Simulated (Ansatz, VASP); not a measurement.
## SnSe2: VASP beside Ansatz

File INCAR:

```
SYSTEM = SnSe2
  PREC = Accurate
  ENCUT = 500
  EDIFF = 1E-6
  ISMEAR = 0
  SIGMA = 0.05
  LREAL = .False.
  LASPH = .True.
  NELM = 120
  ALGO = Normal
  ISIF = 2
  LWAVE = .False.
  LCHARG = .True.
  LELF = .True.
  LVHAR = .True.
  NBANDS = 49
  GGA_COMPAT = .False.
```

KPOINTS

```
regular mesh
0
Gamma
  10 10 10
  0 0 0
```

Contents of POSCAR:

```
SnSe2
1.0
    5.2722997497      3.0439636797      0.0000000000
   -5.2722997497      3.0439636797      0.0000000000
    0.0000000000      0.0000000000      5.0979878257
Sn Se
3 6
Direct
    0.6666666667      0.3333333333      0.0000000000
    0.0000000000      0.0000000000      0.0000000000
    0.3333333333      0.6666666667      0.0000000000
    0.3333333333      0.3333333333      0.3118154295
    0.6666666667      0.0000000000      0.3118154295
    0.0000000000      0.6666666667      0.3118154295
    0.3333333333      0.0000000000      0.6881845705
    0.6666666667      0.6666666667      0.6881845705
    0.0000000000      0.3333333333      0.6881845705
```

Input for Ansatz:

```yaml
crystal:
  lattice:
    - [5.2722997497, 3.0439636797, 0.0]
    - [-5.2722997497, 3.0439636797, 0.0]
    - [0.0, 0.0, 5.0979878257]
  atoms:
    - { symbol: Sn, position: [0.6666666667, 0.3333333333, 0.0] }
    - { symbol: Sn, position: [0.0, 0.0, 0.0] }
    - { symbol: Sn, position: [0.3333333333, 0.6666666667, 0.0] }
    - { symbol: Se, position: [0.3333333333, 0.3333333333, 0.3118154295] }
    - { symbol: Se, position: [0.6666666667, 0.0, 0.3118154295] }
    - { symbol: Se, position: [0.0, 0.6666666667, 0.3118154295] }
    - { symbol: Se, position: [0.3333333333, 0.0, 0.6881845705] }
    - { symbol: Se, position: [0.6666666667, 0.6666666667, 0.6881845705] }
    - { symbol: Se, position: [0.0, 0.3333333333, 0.6881845705] }
scf:
  occupations: { method: gaussian, width: 0.05 }
output:
  forces: true
  stress: true
  eigenvalues: true
hamiltonian:
  xc: lda
basis:
  ecutwfc: 500
kpoints:
  mp_grid: { grid: [10, 10, 10] }
```

Alike in both runs: task single point; functional LDA; k mesh 10 × 10 × 10; occupations gaussian, width 0.05 eV; no spin polarisation.

|  | VASP | Ansatz |
| --- | --- | --- |
| version | VASP 6.6.1 | Ansatz 0.2.0 |
| potentials or method | VASP PAW LDA potentials, release 64 (Sn_d, Se), cutoff 500 eV | scalar-relativistic, plane waves, PAW |
| valence electrons in the cell | 78 | 138 |

Ansatz gave:

* gap on the k mesh at the Fermi level (eV): none
* rms of the force components (eV/Å): 0.011

Question: Which values does VASP return?

Answer: gap on the k mesh at the Fermi level (eV): none; rms of the force components (eV/Å): 0.000.

LDA's correlation is that of Perdew and Zunger in VASP and of Perdew and Wang (1992) in Ansatz. Atom by atom the forces differ by 0.011 eV/Å (rms over components). A gap of «none» marks a metal or a gap that the smearing closes. VASP's potentials hold 78 valence electrons a cell and Ansatz's 138, so a difference there can come from the potentials and not from the codes.
